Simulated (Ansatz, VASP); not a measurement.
# CoSn in VASP and in Ansatz

Contents of INCAR:

```
ALGO     = Fast           # electronic algorithm
EDIFF    = 1E-7           # SCF threshold, eV
ENCUT    = 520            # plane-wave cutoff, eV
GGA      = PE             # functional
ISIF     = 2              # what is computed and relaxed
ISMEAR   = 0              # smearing method
LASPH    = True           # aspherical terms in the spheres
LCHARG   = True           # write CHGCAR
LELF     = True           # ELF
LREAL    = False          # projectors in reciprocal space
LVHAR    = True         
LWAVE    = False          # write WAVECAR
NBANDS   = 44             # bands
NELM     = 100            # most SCF steps
PREC     = Accurate       # precision mode
SIGMA    = 0.05           # smearing width, eV
```

KPOINTS

```
k-points
0
Gamma
  10 10 10
```

POSCAR

```
CoSn
1.0
    5.2956843792      0.0000000000      0.0000000000
   -2.6478421896      4.5861972028      0.0000000000
    0.0000000000      0.0000000000      4.2312016981
Co Sn
3 3
Direct
    0.0000000000      0.5000000000      0.0000000000
    0.5000000000      0.5000000000      0.0000000000
    0.5000000000      0.0000000000      0.0000000000
    0.6666666667      0.3333333333      0.5000000000
    0.3333333333      0.6666666667      0.5000000000
    0.0000000000      0.0000000000      0.0000000000
```

Input for Ansatz:

```yaml
crystal:
  lattice:
    - [5.2956843792, 0.0, 0.0]
    - [-2.6478421896, 4.5861972028, 0.0]
    - [0.0, 0.0, 4.2312016981]
  atoms:
    - { symbol: Co, position: [0.0, 0.5, 0.0] }
    - { symbol: Co, position: [0.5, 0.5, 0.0] }
    - { symbol: Co, position: [0.5, 0.0, 0.0] }
    - { symbol: Sn, position: [0.6666666667, 0.3333333333, 0.5] }
    - { symbol: Sn, position: [0.3333333333, 0.6666666667, 0.5] }
    - { symbol: Sn, position: [0.0, 0.0, 0.0] }
basis:
  ecutwfc: 420
  ecutrho_ratio: 4
kpoints:
  mp_grid: { grid: [10, 10, 10] }
hamiltonian:
  xc: pbe
scf:
  occupations: { method: gaussian, width: 0.05 }
output:
  forces: true
  stress: true
  eigenvalues: true
```

Alike in both runs: task single point; functional PBE; k mesh 10 × 10 × 10; occupations gaussian, width 0.05 eV; no spin polarisation.

|  | VASP | Ansatz |
| --- | --- | --- |
| version | VASP 6.6.1 | Ansatz 0.2.0 |
| potentials or method | VASP PAW PBE potentials, release 64 (Co, Sn_d), cutoff 520 eV | scalar-relativistic, plane waves, PAW |
| valence electrons in the cell | 69 | 93 |

|  | VASP | Ansatz | Ansatz less VASP |
| --- | --- | --- | --- |
| gap on the k mesh at the Fermi level (eV) | none | none | - |
| pressure (GPa) | -0.1 | 0.0 | +0.06 |
| traceless stress, the component that is largest in VASP (GPa) | -0.07 | 0.00 | +0.069 |

A gap of «none» marks a metal or a gap that the smearing closes. VASP's potentials hold 69 valence electrons a cell and Ansatz's 93, so a difference there can come from the potentials and not from the codes.
